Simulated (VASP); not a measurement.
# Re (P4/mmm) in VASP: notebook

Re is run at these levels: PBE; tasks: single point, relaxation of cell and atoms.

Program: VASP 6.6.1. These are calculated values, not measurements. Logs are shortened: lines on timing, memory, paths and dates and some standing lists are left out, and cuts for length are marked.

## 1. The cell of the first run

Symmetry: P4/mmm, No. 123, tetragonal system. The conventional cell has a = 2.561 Å, b = 2.561 Å, c = 2.624 Å, α = 90.00°, β = 90.00°, γ = 90.00°. Within 3.4 Å of Re (site symmetry 4/mmm) lie 6 Re at 2.56 to 2.62 Å.

## 2. Single point, PBE

Input file INCAR:

```
ALGO     = Normal         # electronic algorithm
EDIFF    = 1E-6           # SCF threshold, eV
ENCUT    = 520            # plane-wave cutoff, eV
GGA      = PE             # functional
ISIF     = 2              # what is computed and relaxed
ISMEAR   = 0              # smearing method
LASPH    = T              # aspherical terms in the spheres
LCHARG   = F              # write CHGCAR
LREAL    = F              # projectors in reciprocal space
LWAVE    = F              # write WAVECAR
NBANDS   = 10             # bands
NELM     = 100            # most SCF steps
PREC     = Accurate       # precision mode
SIGMA    = 0.1            # smearing width, eV
```

Input file KPOINTS:

```
k-points
0
Gamma
  8 8 6
```

Input file POSCAR:

```
Re
1.0
    2.5609285754      0.0000000000      0.0000000000
    0.0000000000      2.5609285754      0.0000000000
    0.0000000000      0.0000000000      2.6239164403
Re
1
Direct
    0.0000000000      0.0000000000      0.0000000000
```

Potentials or basis: VASP PAW PBE potentials, release 64 (Re).

Command:

```
$ cat potpaw_PBE.64/Re/POTCAR > POTCAR
$ mpirun -np 1 vasp_std > vasp.out
```

OUTCAR:

```text
EDIFF = 1E-6
   ENCUT = 520
   GGA = PE
   ISIF = 2
   ISMEAR = 0
   LASPH = T
   LREAL = F
   NELM = 100
   PREC = Accurate

 ion  position               nearest neighbor table
   1  0.000  0.000  0.000-

  LATTYP: Found a simple tetragonal cell.
 ALAT       =     2.5609285754
 C/A-ratio  =     1.0245957133

  Lattice vectors:

 A1 = (   2.5609285754,   0.0000000000,   0.0000000000)
 A2 = (   0.0000000000,   2.5609285754,   0.0000000000)
 A3 = (   0.0000000000,   0.0000000000,   2.6239164403)

Analysis of symmetry for initial positions (statically):
=====================================================================
 Subroutine PRICEL returns:
 Original cell was already a primitive cell.

 Routine SETGRP: Setting up the symmetry group for a
 simple tetragonal supercell.

 Subroutine GETGRP returns: Found 16 space group operations
 (whereof 16 operations were pure point group operations)
 out of a pool of 16 trial point group operations.

The static configuration has the point symmetry D_4h.

Analysis of symmetry for dynamics (positions and initial velocities):
=====================================================================
 Subroutine PRICEL returns:
 Original cell was already a primitive cell.

 Routine SETGRP: Setting up the symmetry group for a
 simple tetragonal supercell.

 Subroutine GETGRP returns: Found 16 space group operations
 (whereof 16 operations were pure point group operations)
 out of a pool of 16 trial point group operations.

The dynamic configuration has the point symmetry D_4h.

 Subroutine INISYM returns: Found 16 space group operations
 (whereof 16 operations are pure point group operations),
 and found     1 'primitive' translations

----------------------------------------------------------------------------------------

                                     Primitive cell

  volume of cell :      17.2086

  direct lattice vectors                    reciprocal lattice vectors
     2.560928575  0.000000000  0.000000000     0.390483362  0.000000000  0.000000000
     0.000000000  2.560928575  0.000000000     0.000000000  0.390483362  0.000000000
     0.000000000  0.000000000  2.623916440     0.000000000  0.000000000  0.381109697

  length of vectors
     2.560928575  2.560928575  2.623916440     0.390483362  0.390483362  0.381109697

  position of ions in fractional coordinates (direct lattice)
     0.000000000  0.000000000  0.000000000

  ion indices of the primitive-cell ions
   primitive index   ion index
                 1           1

----------------------------------------------------------------------------------------

 KPOINTS: k-points

Automatic generation of k-mesh.
 Grid dimensions read from file:
 generate k-points for:    8    8    6

 Generating k-lattice:

  Cartesian coordinates                     Fractional coordinates (reciprocal lattice)
     0.048810420  0.000000000  0.000000000     0.125000000  0.000000000  0.000000000
     0.000000000  0.048810420  0.000000000     0.000000000  0.125000000  0.000000000
     0.000000000  0.000000000  0.063518283     0.000000000  0.000000000  0.166666667

  Length of vectors
     0.048810420  0.048810420  0.063518283

  Shift w.r.t. Gamma in fractional coordinates (k-lattice)
     0.000000000  0.000000000  0.000000000

 Subroutine IBZKPT returns following result:
 ===========================================

 Found     60 irreducible k-points:

 Following reciprocal coordinates:
            Coordinates               Weight
  0.000000  0.000000  0.000000      1.000000
  0.125000  0.000000  0.000000      4.000000
  0.250000  0.000000  0.000000      4.000000
  0.375000  0.000000  0.000000      4.000000
  0.500000  0.000000  0.000000      2.000000
  0.125000  0.125000  0.000000      4.000000
[... 16 lines left out ...]
  0.375000  0.125000  0.166667     16.000000
  0.500000  0.125000  0.166667      8.000000
 [... further k-points ...]
   k-points           NKPTS =     60   k-points in BZ     NKDIM =     60   number of bands    NBANDS=     10
   number of dos      NEDOS =    301   number of ions     NIONS =      1
   total plane-waves  NPLWV =   8000
   dimension x,y,z NGX =    20 NGY =   20 NGZ =   20
   dimension x,y,z NGXF=    40 NGYF=   40 NGZF=   40
   ions per type =               1
   NGX,Y,Z   is equivalent  to a cutoff of  12.98, 12.98, 12.67 a.u.
   NGXF,Y,Z  is equivalent  to a cutoff of  25.97, 25.97, 25.34 a.u.
 SYSTEM =  unknown system
   PREC   = accura    normal or accurate (medium, high low for compatibility)
   ISTART =      0    job   : 0-new  1-cont  2-samecut
   ICHARG =      2    charge: 1-file 2-atom 10-const
   ISPIN  =      1    spin polarized calculation?
   LNONCOLLINEAR =      F non collinear calculations
   LSORBIT =      F    spin-orbit coupling
   LASPH  =      T    aspherical Exc in radial PAW
   ENCUT  =  520.0 eV  38.22 Ry    6.18 a.u.   4.76  4.76  4.88*2*pi/ulx,y,z
   NELM   =    100;   NELMIN=  2; NELMDL= -5     # of ELM steps
   EDIFF  = 0.1E-05   stopping-criterion for ELM
   LREAL  =      F    real-space projection
   EDIFFG = 0.1E-04   stopping-criterion for IOM
   NSW    =      0    number of steps for IOM
   IBRION =     -1    ionic relax: 0-MD 1-quasi-New 2-CG
   NFREE  =      0    steps in history (QN), initial steepest desc. (CG)
   ISIF   =      2    stress and relaxation
   ISYM   =      2    0-nonsym 1-usesym 2-fastsym
   POTIM  = 0.5000    time-step for ionic-motion
   TEBEG  =    0.0;   TEEND  =   0.0 temperature during run
   PSTRESS=    0.0 pullay stress
   NELECT =       7.0000    total number of electrons
   NUPDOWN=      -1.0000    fix difference up-down
   EMIN   =  10.00;   EMAX   =-10.00  energy-range for DOS
   EFERMI =   0.00;   METHOD = LEGACY
   ISMEAR =     0;   SIGMA  =   0.10  broadening in eV -4-tet -1-fermi 0-gaus
   EFERMI_NEDOS =   21; number of points for ismear=-14 and -15
   IALGO  =     38    algorithm
   IMIX   =      4    mixing-type and parameters
     AMIX     =   0.40;   BMIX     =  1.00
     AMIX_MAG =   1.60;   BMIX_MAG =  1.00
  volume/ion in A,a.u.               =      17.21       116.13
  Fermi-wavevector in a.u.,A,eV,Ry     =   1.212996  2.292229 20.019043  1.471358
  Thomas-Fermi vector in A             =   2.348462
   LORBIT       =      0    0 simple, 1 ext, 2 COOP (PROOUT), +10 PAW based schemes
   GGA     = PE    functional components
   LHFCALC =     F    Hartree Fock is set to
   AEXX    =    0.0000 exact exchange contribution
   IVDW    =     0    specifies the selected vdW correction
   LEPSILON=     F    determine dielectric tensor
   LRPA    =     F    only Hartree local field effects (RPA)
 non-spin polarized calculation
 Gauss-broadening in eV      SIGMA  =   0.10
  energy-cutoff  :      520.00
  volume of cell :       17.21
 maximum number of plane-waves:       476
 NGX is ok and might be reduce to    20
   NGX =  9   NGY =  9   NGZ =  9

 number of electron       7.0000000 magnetization

 Free energy of the ion-electron system (eV)
  ---------------------------------------------------
  ext. energy  EPLUGINS =         0.00000000
  ---------------------------------------------------
  free energy    TOTEN  =       -11.10385935 eV

  energy without entropy =      -11.10042795  energy(sigma->0) =      -11.10214365

 E-fermi :   6.6590     XC(G=0): -12.7194

 val. band max:        6.6021869796   @ k =   0.5000   0.0000   0.0000
 cond. band min:       6.6684296492   @ k =   0.3750   0.1250   0.0000
 fundamental gap:      0.0662426696
 Fermi energy:         6.6590219051

 k-point     1 :       0.0000    0.0000    0.0000
  band No.  band energies     occupation
      1      -2.5625      2.00000
      2       1.2948      2.00000
      3       1.3029      2.00000
      4       9.9403      0.00000
      5       9.9403      0.00000
      6      10.2720      0.00000
      7      21.2230      0.00000
      8      22.1927      0.00000
      9      22.1927      0.00000
     10      27.7737      0.00000

 k-point     2 :       0.1250    0.0000    0.0000
  band No.  band energies     occupation
      1      -2.0637      2.00000
      2       1.4293      2.00000
      3       1.8649      2.00000
      4       9.1876      0.00000
      5       9.5572      0.00000
      6       9.9971      0.00000
      7      19.7750      0.00000
      8      22.2745      0.00000
      9      23.2037      0.00000
     10      27.9031      0.00000

 k-point     3 :       0.2500    0.0000    0.0000
  band No.  band energies     occupation
      1      -0.9004      2.00000
      2       1.7566      2.00000
      3       3.4596      2.00000
      4       7.7319      0.00000
      5       8.1533      0.00000
      6      10.1368      0.00000
      7      16.6305      0.00000
      8      24.5366      0.00000
      9      24.6111      0.00000
     10      25.4082      0.00000

 k-point     4 :       0.3750    0.0000    0.0000
  band No.  band energies     occupation
      1       0.3170      2.00000
      2       2.1116      2.00000
      3       5.1575      2.00000
      4       6.5696      1.79409
      5       7.0198      0.00000
      6      10.2804      0.00000
      7      15.0869      0.00000
      8      22.3644      0.00000
      9      26.8111      0.00000
     10      27.6618      0.00000

 k-point     5 :       0.5000    0.0000    0.0000
  band No.  band energies     occupation
      1       0.8982      2.00000
      2       2.2685      2.00000
      3       5.6841      2.00000
      4       6.1433      2.00000
      5       6.6022      1.57847
      6      10.3409      0.00000
      7      15.1515      0.00000
      8      21.5582      0.00000
      9      26.4042      0.00000
     10      27.9491      0.00000

 k-point     6 :       0.1250    0.1250    0.0000
  band No.  band energies     occupation
      1      -1.5595      2.00000
      2       1.7963      2.00000
      3       2.1845      2.00000
      4       8.7750      0.00000
      5       9.1178      0.00000
      6       9.4092      0.00000
      7      20.4267      0.00000
      8      20.9517      0.00000
      9      23.3422      0.00000
     10      27.5155      0.00000
[... 183 lines left out ...]
 k-point    21 :       0.1250    0.1250    0.1667
  band No.  band energies     occupation
      1      -0.7356      2.00000
      2       2.3712      2.00000
      3       2.6164      2.00000
      4       8.0887      0.00000
      5       8.2748      0.00000
      6       8.9267      0.00000
      7      19.7937      0.00000
      8      21.8488      0.00000
      9      22.5559      0.00000
     10      28.7895      0.00000

 k-point    22 :       0.2500    0.1250    0.1667
  band No.  band energies     occupation
      1       0.3953      2.00000
      2       2.8557      2.00000
      3       3.8804      2.00000
      4       6.8068      0.03663
      5       7.5857      0.00000
      6       8.4347      0.00000
      7      18.7725      0.00000
      8      21.4980      0.00000
      9      23.9432      0.00000
     10      27.7579      0.00000

 k-point    23 :       0.3750    0.1250    0.1667
  band No.  band energies     occupation
      1       1.5819      2.00000
      2       3.2174      2.00000
      3       4.0015      2.00000
      4       5.8053      2.00000
      5       8.5104      0.00000
      6       8.6886      0.00000
      7      16.2929      0.00000
      8      22.8782      0.00000
      9      24.1857      0.00000
     10      27.6342      0.00000

 k-point    24 :       0.5000    0.1250    0.1667
  band No.  band energies     occupation
      1       2.4604      2.00000
      2       3.0750      2.00000
      3       3.5536      2.00000
      4       5.3193      2.00000
      5       8.7515      0.00000
      6      10.0406      0.00000
      7      15.2049      0.00000
      8      23.2623      0.00000
      9      24.7669      0.00000
     10      25.7502      0.00000

 [... further k-points ...]

------------------------ aborting loop because EDIFF is reached ----------------------------------------

  FORCE on cell =-STRESS in cart. coord.  units (eV):
  Direction    XX          YY          ZZ          XY          YZ          ZX
  --------------------------------------------------------------------------------------
  -------------------------------------------------------------------------------------
  Total        0.1018702      0.1018702     -0.8205465      0.0000000      0.0000000      0.0000000
  in kB        9.4844682      9.4844682    -76.3956888      0.0000000      0.0000000      0.0000000
  external PRESSURE =     -19.1422508 kB  Pullay stress =       0.0000000 kB

 VOLUME and BASIS-vectors are now :
 -----------------------------------------------------------------------------
  energy-cutoff  :      520.00
  volume of cell :       17.21
      direct lattice vectors                 reciprocal lattice vectors
     2.560928575  0.000000000  0.000000000     0.390483362  0.000000000  0.000000000
     0.000000000  2.560928575  0.000000000     0.000000000  0.390483362  0.000000000
     0.000000000  0.000000000  2.623916440     0.000000000  0.000000000  0.381109697

 POSITION                                       TOTAL-FORCE (eV/Angst)
 -----------------------------------------------------------------------------------
      0.00000      0.00000      0.00000         0.000000      0.000000      0.000000
 -----------------------------------------------------------------------------------
    total drift:                               -0.000000      0.000000     -0.000000

  FREE ENERGIE OF THE ION-ELECTRON SYSTEM (eV)
  ---------------------------------------------------
  free  energy   TOTEN  =       -11.1038593526 eV

  energy  without entropy=      -11.1004279463  energy(sigma->0) =      -11.10214365
```

Run time: 9.9 s. Hardware: 1 thread of Oxide Virtual Turin-like, shared host; peak memory 0.09 GiB.

Results:

| Item | Value |
| --- | --- |
| Free energy | -11.1039 eV |
| Pressure | -1.9 GPa |
| Band gap on the k mesh | zero (an odd number of electrons rules out a gap without spin polarisation) |

Levels at points of the mesh, in eV from the Fermi level:
```
           k point  band 1  band 2  band 3  band 4  band 5  band 6  band 7
(0.00, 0.00, 0.00)   -9.22   -5.36   -5.36    3.28    3.28    3.61   14.56
(0.50, 0.00, 0.00)   -5.76   -4.39   -0.97   -0.52   -0.06    3.68    8.49
(0.50, 0.50, 0.00)   -6.37   -3.72    0.25    0.25    4.78    4.78    6.29
(0.00, 0.00, 0.50)   -5.98   -4.55   -1.29    0.06    0.06    3.93    7.46
(0.50, 0.00, 0.50)   -6.31   -3.98    0.57    0.79    4.40    4.54    5.79
(0.50, 0.50, 0.50)   -4.95   -4.68   -4.68    5.95    6.51    7.90   11.11
```

Caveat: the k points lie up to 0.40 Å⁻¹ apart, too coarse for converged energies and pressures of a metal; spin-orbit coupling is left out, which moves the levels of the heavy elements.

(Part 1 of 2 ends here.)

The gap in the log of VASP goes by the Fermi energy; the results here count the filled bands.